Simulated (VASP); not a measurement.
Input of a VASP 6.6.1 run:

File INCAR:

```
SYSTEM = GaSb
  ALGO = Normal
  EDIFF = 1E-7
  ENCUT = 520
  GGA = PE
  ISIF = 2
  ISMEAR = 0
  LASPH = .True.
  LCHARG = .True.
  LELF = .True.
  LREAL = .False.
  LVHAR = .True.
  LWAVE = .False.
  NBANDS = 16
  NELM = 60
  PREC = Accurate
  SIGMA = 0.1
```

Contents of KPOINTS:

```
k-points
0
Gamma
  6 6 6
  0 0 0
```

The input POSCAR:

```
GaSb
1.0
   -1.5559010500      2.6750030500      2.8933129300
    1.5559010500     -2.6750030500      2.8933129300
    1.5559010500      2.6750030500     -2.8933129300
Ga Sb
1 1
Direct
    0.0000000000      0.0000000000      0.0000000000
    0.5000000000      0.5000000000      0.0000000000
```

Potentials or basis: VASP PAW PBE potentials, release 64 (Ga_d, Sb).

Launch:

```sh
$ cat potpaw_PBE.64/Ga_d/POTCAR potpaw_PBE.64/Sb/POTCAR > POTCAR
$ mpirun -np 1 vasp_std > vasp.out
```

**Question.** Estimate the pressure.

**Answer.** 0.1 GPa.

**Question.** Predict the band gap on the k mesh.

**Answer.** Zero (bands 9 and 10 overlap by 4.40 eV).

Stress tensor (GPa, compression positive):
```
-1.63  0.00  0.00
 0.00 -0.44  0.00
 0.00  0.00  2.27
```

Caveat: the k points lie up to 0.38 Å⁻¹ apart, too coarse for converged energies and pressures of a metal; spin-orbit coupling is left out, which moves the levels of the heavy elements.
